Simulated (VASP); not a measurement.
# W (I4/mmm) in VASP: further runs

The runs below take W through single point, with LDA.

All numbers are computed with VASP 6.6.1; they aren't measurements. Logs are shortened: lines on timing, memory, paths and dates and some standing lists are left out, and cuts for length are marked.

**1. The cell of the first run**

It takes space group I4/mmm (No. 139, tetragonal). Conventional cell: a = 3.099 Å, b = 3.099 Å, c = 3.056 Å, α = 90.00°, β = 90.00°, γ = 90.00°. Within 3.5 Å of W (site symmetry 4/mmm) lie 14 W at 2.67 to 3.10 Å.

**2. Single point, LDA (14.67 Å³/atom)**

File INCAR:

```
SYSTEM = W
PREC     = Accurate       ! precision mode
ENCUT    = 520            ! plane-wave cutoff, eV
EDIFF    = 1E-6           ! SCF threshold, eV
ISMEAR   = 0              ! smearing method
SIGMA    = 0.15           ! smearing width, eV
LREAL    = .FALSE.        ! projectors in reciprocal space
LASPH    = .TRUE.         ! aspherical terms in the spheres
NELM     = 100            ! most SCF steps
ALGO     = Fast           ! electronic algorithm
ISIF     = 2              ! what is computed and relaxed
LWAVE    = .FALSE.        ! write WAVECAR
LCHARG   = .FALSE.        ! write CHGCAR
NBANDS   = 13             ! bands
```

File KPOINTS:

```
Automatic mesh
0
G
  22 22 22
  0 0 0
```

File POSCAR:

```
W
1.0
    0.0000000000      2.1911840537      1.5281317590
    2.1911840537      0.0000000000      1.5281317590
    2.1911840537      2.1911840537      0.0000000000
W
1
Direct
    0.0000000000      0.0000000000      0.0000000000
```

Potentials or basis: VASP PAW LDA potentials, release 64 (W_sv).

Started as:

```console
> cat potpaw_LDA.64/W_sv/POTCAR > POTCAR
> mpirun -np 1 vasp_std > vasp.out
```

OUTCAR:

```text
SYSTEM = W
   PREC = Accurate
   ENCUT = 520
   EDIFF = 1E-6
   ISMEAR = 0
   LREAL = .FALSE.
   LASPH = .TRUE.
   NELM = 100
   ISIF = 2

 ion  position               nearest neighbor table
   1  0.000  0.000  0.000-

  LATTYP: Found a body centered tetragonal cell.
 ALAT       =     3.0988022064
 C/A-ratio  =     0.9862725384

  Lattice vectors:

 A1 = (   0.0000000000,  -2.1911840537,  -1.5281317590)
 A2 = (   0.0000000000,   2.1911840537,  -1.5281317590)
 A3 = (   2.1911840537,   0.0000000000,   1.5281317590)

Analysis of symmetry for initial positions (statically):
=====================================================================
 Subroutine PRICEL returns:
 Original cell was already a primitive cell.

 Routine SETGRP: Setting up the symmetry group for a
 body centered tetragonal supercell.

 Subroutine GETGRP returns: Found 16 space group operations
 (whereof 16 operations were pure point group operations)
 out of a pool of 16 trial point group operations.

The static configuration has the point symmetry D_4h.

Analysis of symmetry for dynamics (positions and initial velocities):
=====================================================================
 Subroutine PRICEL returns:
 Original cell was already a primitive cell.

 Routine SETGRP: Setting up the symmetry group for a
 body centered tetragonal supercell.

 Subroutine GETGRP returns: Found 16 space group operations
 (whereof 16 operations were pure point group operations)
 out of a pool of 16 trial point group operations.

The dynamic configuration has the point symmetry D_4h.

 Subroutine INISYM returns: Found 16 space group operations
 (whereof 16 operations are pure point group operations),
 and found     1 'primitive' translations

----------------------------------------------------------------------------------------

                                     Primitive cell

  volume of cell :      14.6740

  direct lattice vectors                    reciprocal lattice vectors
     0.000000000  2.191184054  1.528131759    -0.228187130  0.228187130  0.327196917
     2.191184054  0.000000000  1.528131759     0.228187130 -0.228187130  0.327196917
     2.191184054  2.191184054  0.000000000     0.228187130  0.228187130 -0.327196917

  length of vectors
     2.671418019  2.671418019  3.098802206     0.459561263  0.459561263  0.459561263

  position of ions in fractional coordinates (direct lattice)
     0.000000000  0.000000000  0.000000000

  ion indices of the primitive-cell ions
   primitive index   ion index
                 1           1

----------------------------------------------------------------------------------------

 KPOINTS: Automatic mesh

Automatic generation of k-mesh.
 Grid dimensions read from file:
 generate k-points for:   22   22   22

 Generating k-lattice:

  Cartesian coordinates                     Fractional coordinates (reciprocal lattice)
    -0.010372142  0.010372142  0.014872587     0.045454545  0.000000000  0.000000000
     0.010372142 -0.010372142  0.014872587     0.000000000  0.045454545  0.000000000
     0.010372142  0.010372142 -0.014872587     0.000000000  0.000000000  0.045454545

  Length of vectors
     0.020889148  0.020889148  0.020889148

  Shift w.r.t. Gamma in fractional coordinates (k-lattice)
     0.000000000  0.000000000  0.000000000

 Subroutine IBZKPT returns following result:
 ===========================================

 Found    834 irreducible k-points:

 Following reciprocal coordinates:
            Coordinates               Weight
  0.000000  0.000000  0.000000      1.000000
  0.045455 -0.000000  0.000000      8.000000
  0.090909 -0.000000  0.000000      8.000000
  0.136364 -0.000000  0.000000      8.000000
  0.181818 -0.000000  0.000000      8.000000
  0.227273 -0.000000  0.000000      8.000000
[... 16 lines left out ...]
  0.500000  0.045455  0.000000      8.000000
 -0.454545  0.045455  0.000000      8.000000
 [... further k-points ...]
   k-points           NKPTS =    834   k-points in BZ     NKDIM =    834   number of bands    NBANDS=     13
   number of dos      NEDOS =    301   number of ions     NIONS =      1
   total plane-waves  NPLWV =   9600
   dimension x,y,z NGX =    20 NGY =   20 NGZ =   24
   dimension x,y,z NGXF=    40 NGYF=   40 NGZF=   48
   ions per type =               1
   NGX,Y,Z   is equivalent  to a cutoff of  12.45, 12.45, 12.88 a.u.
   NGXF,Y,Z  is equivalent  to a cutoff of  24.89, 24.89, 25.75 a.u.
 SYSTEM =  W
   PREC   = accura    normal or accurate (medium, high low for compatibility)
   ISTART =      0    job   : 0-new  1-cont  2-samecut
   ICHARG =      2    charge: 1-file 2-atom 10-const
   ISPIN  =      1    spin polarized calculation?
   LNONCOLLINEAR =      F non collinear calculations
   LSORBIT =      F    spin-orbit coupling
   LASPH  =      T    aspherical Exc in radial PAW
   ENCUT  =  520.0 eV  38.22 Ry    6.18 a.u.   4.97  4.97  5.76*2*pi/ulx,y,z
   NELM   =    100;   NELMIN=  2; NELMDL= -5     # of ELM steps
   EDIFF  = 0.1E-05   stopping-criterion for ELM
   LREAL  =      F    real-space projection
   EDIFFG = 0.1E-04   stopping-criterion for IOM
   NSW    =      0    number of steps for IOM
   IBRION =     -1    ionic relax: 0-MD 1-quasi-New 2-CG
   NFREE  =      0    steps in history (QN), initial steepest desc. (CG)
   ISIF   =      2    stress and relaxation
   ISYM   =      2    0-nonsym 1-usesym 2-fastsym
   POTIM  = 0.5000    time-step for ionic-motion
   TEBEG  =    0.0;   TEEND  =   0.0 temperature during run
   PSTRESS=    0.0 pullay stress
   NELECT =      14.0000    total number of electrons
   NUPDOWN=      -1.0000    fix difference up-down
   EMIN   =  10.00;   EMAX   =-10.00  energy-range for DOS
   EFERMI =   0.00;   METHOD = LEGACY
   ISMEAR =     0;   SIGMA  =   0.15  broadening in eV -4-tet -1-fermi 0-gaus
   EFERMI_NEDOS =   21; number of points for ismear=-14 and -15
   IALGO  =     68    algorithm
   IMIX   =      4    mixing-type and parameters
     AMIX     =   0.40;   BMIX     =  1.00
     AMIX_MAG =   1.60;   BMIX_MAG =  1.00
  volume/ion in A,a.u.               =      14.67        99.03
  Fermi-wavevector in a.u.,A,eV,Ry     =   1.611640  3.045558 35.339542  2.597383
  Thomas-Fermi vector in A             =   2.706998
   LORBIT       =      0    0 simple, 1 ext, 2 COOP (PROOUT), +10 PAW based schemes
   GGA     = CA    functional components
   LHFCALC =     F    Hartree Fock is set to
   AEXX    =    0.0000 exact exchange contribution
   IVDW    =     0    specifies the selected vdW correction
   LEPSILON=     F    determine dielectric tensor
   LRPA    =     F    only Hartree local field effects (RPA)
 non-spin polarized calculation
 RMM-DIIS sequential band-by-band and
 Gauss-broadening in eV      SIGMA  =   0.15
  energy-cutoff  :      520.00
  volume of cell :       14.67
 maximum number of plane-waves:       410
   NGX =  9   NGY =  9   NGZ = 11

 number of electron      13.9999999 magnetization

 Free energy of the ion-electron system (eV)
  ---------------------------------------------------
  ext. energy  EPLUGINS =         0.00000000
  ---------------------------------------------------
  free energy    TOTEN  =       -14.05213761 eV

  energy without entropy =      -14.04563894  energy(sigma->0) =      -14.04888827

 E-fermi :  12.5139     XC(G=0): -14.2672

 val. band max:       12.5004197178   @ k =  -0.2273   0.4545   0.2273
 cond. band min:      12.5197644992   @ k =   0.3182   0.1818   0.0455
 fundamental gap:      0.0193447814
 Fermi energy:        12.5138648424

 k-point     1 :       0.0000    0.0000    0.0000
  band No.  band energies     occupation
      1     -61.1772      2.00000
      2     -24.8513      2.00000
      3     -24.8513      2.00000
      4     -24.8453      2.00000
      5       2.5253      2.00000
      6      10.9506      2.00000
      7      11.1527      2.00000
      8      11.1527      2.00000
      9      14.7143      0.00000
     10      14.9935      0.00000
     11      27.1276      0.00000
     12      27.1276      0.00000
     13      27.4096      0.00000

 k-point     2 :       0.0455   -0.0000    0.0000
  band No.  band energies     occupation
      1     -61.1733      2.00000
      2     -24.8861      2.00000
      3     -24.8629      2.00000
      4     -24.8485      2.00000
      5       2.6375      2.00000
      6      10.9376      2.00000
      7      11.1368      2.00000
      8      11.2032      2.00000
      9      14.6781      0.00000
     10      14.9131      0.00000
     11      27.2979      0.00000
     12      27.3161      0.00000
     13      27.6321      0.00000

 k-point     3 :       0.0909   -0.0000    0.0000
  band No.  band energies     occupation
      1     -61.1618      2.00000
      2     -24.9948      2.00000
      3     -24.8966      2.00000
      4     -24.8499      2.00000
      5       2.9644      2.00000
      6      10.7702      2.00000
      7      11.0740      2.00000
      8      11.4926      2.00000
      9      14.4897      0.00000
     10      14.8309      0.00000
     11      27.6194      0.00000
     12      27.8687      0.00000
     13      28.3773      0.00000
[... 305 lines left out ...]
 k-point    23 :       0.5000    0.0455    0.0000
  band No.  band energies     occupation
      1     -60.9790      2.00000
      2     -26.5190      2.00000
      3     -25.4108      2.00000
      4     -24.8943      2.00000
      5       5.8000      2.00000
      6       8.5483      2.00000
      7      13.1034      0.00000
      8      14.6323      0.00000
      9      16.5039      0.00000
     10      19.3320      0.00000
     11      24.5370      0.00000
     12      25.0010      0.00000
     13      30.2126      0.00000

 k-point    24 :      -0.4545    0.0455    0.0000
  band No.  band energies     occupation
      1     -60.9831      2.00000
      2     -26.4874      2.00000
      3     -25.4003      2.00000
      4     -24.8933      2.00000
      5       5.8260      2.00000
      6       8.5913      2.00000
      7      12.8161      0.00438
      8      14.6967      0.00000
      9      16.3458      0.00000
     10      19.0003      0.00000
     11      24.6425      0.00000
     12      25.3911      0.00000
     13      30.6684      0.00000

 [... further k-points ...]

------------------------ aborting loop because EDIFF is reached ----------------------------------------

  FORCE on cell =-STRESS in cart. coord.  units (eV):
  Direction    XX          YY          ZZ          XY          YZ          ZX
  --------------------------------------------------------------------------------------
  -------------------------------------------------------------------------------------
  Total        1.7293615      1.7293615      2.1938496      0.0000000     -0.0000000     -0.0000000
  in kB      188.8199439    188.8199439    239.5349710      0.0000000     -0.0000000     -0.0000000
  external PRESSURE =     205.7249530 kB  Pullay stress =       0.0000000 kB

 VOLUME and BASIS-vectors are now :
 -----------------------------------------------------------------------------
  energy-cutoff  :      520.00
  volume of cell :       14.67
      direct lattice vectors                 reciprocal lattice vectors
     0.000000000  2.191184054  1.528131759    -0.228187130  0.228187130  0.327196917
     2.191184054  0.000000000  1.528131759     0.228187130 -0.228187130  0.327196917
     2.191184054  2.191184054  0.000000000     0.228187130  0.228187130 -0.327196917

 POSITION                                       TOTAL-FORCE (eV/Angst)
 -----------------------------------------------------------------------------------
      0.00000      0.00000      0.00000         0.000000      0.000000      0.000000
 -----------------------------------------------------------------------------------
    total drift:                                0.000000      0.000000      0.000000

  FREE ENERGIE OF THE ION-ELECTRON SYSTEM (eV)
  ---------------------------------------------------
  free  energy   TOTEN  =       -14.0521376116 eV

  energy  without entropy=      -14.0456389366  energy(sigma->0) =      -14.04888827
```

It took 4 min on 1 thread of Intel Xeon 8259CL, shared host; peak memory 0.25 GiB.

What came out:

```yaml
Free_energy: -14.0521 eV
Pressure: 20.6 GPa
Band_gap_on_the_k_mesh: zero (bands 7 and 8 overlap by 7.07 eV)
```

Caveat: the stress differs along the axes, from 19 to 24 GPa; spin-orbit coupling is left out, which moves the levels of the heavy elements.

**3. Single point, LDA (14.67 Å³/atom)**

File INCAR:

```
SYSTEM = W
ALGO = Fast ; EDIFF = 1E-7
ENCUT = 520 ; ISIF = 2
ISMEAR = 0 ; LASPH = .True.
LCHARG = .False. ; LREAL = .False.
LWAVE = .False. ; NBANDS = 13
NELM = 80 ; PREC = Accurate
SIGMA = 0.15
```

File KPOINTS:

```
k-points
0
Gamma
  22 22 22
  0 0 0
```

File POSCAR:

```
W
1.0
    0.0000000000      2.2291163215      1.4765666514
    2.2291163215      0.0000000000      1.4765666514
    2.2291163215      2.2291163215      0.0000000000
W
1
Direct
    0.0000000000      0.0000000000      0.0000000000
```

Potentials or basis: VASP PAW LDA potentials, release 64 (W_sv).

Started as:

```console
> cat potpaw_LDA.64/W_sv/POTCAR > POTCAR
> mpirun -np 1 vasp_std > vasp.out
```

Run time: 3.7 min. Hardware: 1 thread of Intel Xeon 8259CL, shared host; peak memory 0.25 GiB.

It converged, with:

| Property | Result |
| --- | --- |
| Free energy | -14.0049 eV |
| Pressure | 21.4 GPa |
| Band gap on the k mesh | zero (bands 7 and 8 overlap by 6.93 eV) |

Stress tensor (GPa, compression positive):
```
12.83  0.00  0.00
 0.00 12.83  0.00
 0.00  0.00 38.48
```

Levels at points of the mesh, in eV from the Fermi level:
```
           k point  band 3  band 4  band 5  band 6  band 7  band 8  band 9  band 10  band 11  band 12
(0.00, 0.00, 0.00)  -37.37  -37.32   -9.98   -2.03   -1.04   -1.04    1.63     2.98    14.32    14.32
(0.50, 0.00, 0.00)  -37.92  -37.41   -6.80   -4.30    1.35    2.37    4.01     6.84    11.69    12.58
(0.50, 0.50, 0.00)  -38.59  -38.34   -6.62   -6.42    5.62    5.62    5.94     8.41     8.41    10.21
(0.50, 0.00, 0.50)  -37.80  -37.33   -6.79   -3.30    0.76    1.44    2.93     6.69    11.93    12.02
```

Caveat: the stress differs along the axes, from 13 to 38 GPa; spin-orbit coupling is left out, which moves the levels of the heavy elements.

**4. Single point, LDA (14.67 Å³/atom)**

File INCAR:

```
PREC     = Accurate       # precision mode
ENCUT    = 520            # plane-wave cutoff, eV
EDIFF    = 1E-6           # SCF threshold, eV
ISMEAR   = 0              # smearing method
SIGMA    = 0.15           # smearing width, eV
LREAL    = False          # projectors in reciprocal space
LASPH    = True           # aspherical terms in the spheres
NELM     = 60             # most SCF steps
ALGO     = Fast           # electronic algorithm
ISIF     = 2              # what is computed and relaxed
LWAVE    = False          # write WAVECAR
LCHARG   = False          # write CHGCAR
NBANDS   = 13             # bands
```

File KPOINTS:

```
Automatic mesh
0
Gamma
  22 22 22
```

File POSCAR:

```
W
1.0
    0.0000000000      2.1538477305      1.5815703885
    2.1538477305      0.0000000000      1.5815703885
    2.1538477305      2.1538477305      0.0000000000
W
1
Direct
    0.0000000000      0.0000000000      0.0000000000
```

Started as:

```console
> cat potpaw_LDA.64/W_sv/POTCAR > POTCAR
> mpirun -np 1 vasp_std > vasp.out
```

It took 2.6 min on 1 thread of Intel Xeon 8259CL, shared host; peak memory 0.25 GiB.

It converged, with:

| Item | Value |
| --- | --- |
| Free energy | -14.0387 eV |
| Pressure | 20.8 GPa |
| Band gap on the k mesh | zero (bands 7 and 8 overlap by 6.76 eV) |

Stress tensor (GPa, compression positive):
```
25.33  0.00  0.00
 0.00 25.33  0.00
 0.00  0.00 11.80
```

Levels at points of the mesh, in eV from the Fermi level:
```tsv
k point	band 3	band 4	band 5	band 6	band 7	band 8	band 9	band 10	band 11	band 12
(0.00, 0.00, 0.00)	-37.35	-37.35	-9.98	-1.59	-1.59	-1.05	1.96	2.70	14.23	14.98
(0.50, 0.00, 0.00)	-37.88	-37.36	-6.80	-3.81	1.02	1.94	3.37	6.77	11.78	12.27
(0.50, 0.50, 0.00)	-38.47	-38.47	-6.59	-6.46	5.58	5.77	5.77	8.31	9.33	9.33
(0.50, 0.00, 0.50)	-37.94	-37.41	-6.81	-4.36	1.35	2.80	3.63	6.92	11.67	12.61
```

Caveat: the stress differs along the axes, from 12 to 25 GPa; spin-orbit coupling is left out, which moves the levels of the heavy elements.

**5. Summary**

```csv
cell,further INCAR settings,gap on the mesh (eV),pressure (GPa)
"a = 2.671, b = 2.671, c = 3.099 Å, angles 54.6, 54.6, 70.9°, 1 atom",ALGO = Fast; EDIFF = 1e-06; NBANDS = 13,none,20.6
"a = 2.674, b = 2.674, c = 3.152 Å, angles 53.9, 53.9, 72.2°, 1 atom",ALGO = Fast; EDIFF = 1e-07; NBANDS = 13,none,21.4
"a = 2.672, b = 2.672, c = 3.046 Å, angles 55.3, 55.3, 69.5°, 1 atom",ALGO = Fast; EDIFF = 1e-06; NBANDS = 13,none,20.8
```

Alike in all rows: task single point; level LDA; potentials or basis VASP PAW LDA potentials, release 64 (W_sv); no spin polarisation; k mesh 22 × 22 × 22; cutoff (eV) 520; smearing gaussian 0.15 eV.

Caveats: spin-orbit coupling is left out, which moves the levels of the heavy elements; the stress differs along the axes, from 19 to 24 GPa (at least some runs); the stress differs along the axes, from 13 to 38 GPa (at least some runs); the stress differs along the axes, from 12 to 25 GPa (at least some runs).

Total energies depend on the potentials used, so only differences within one code and one set of settings carry meaning.
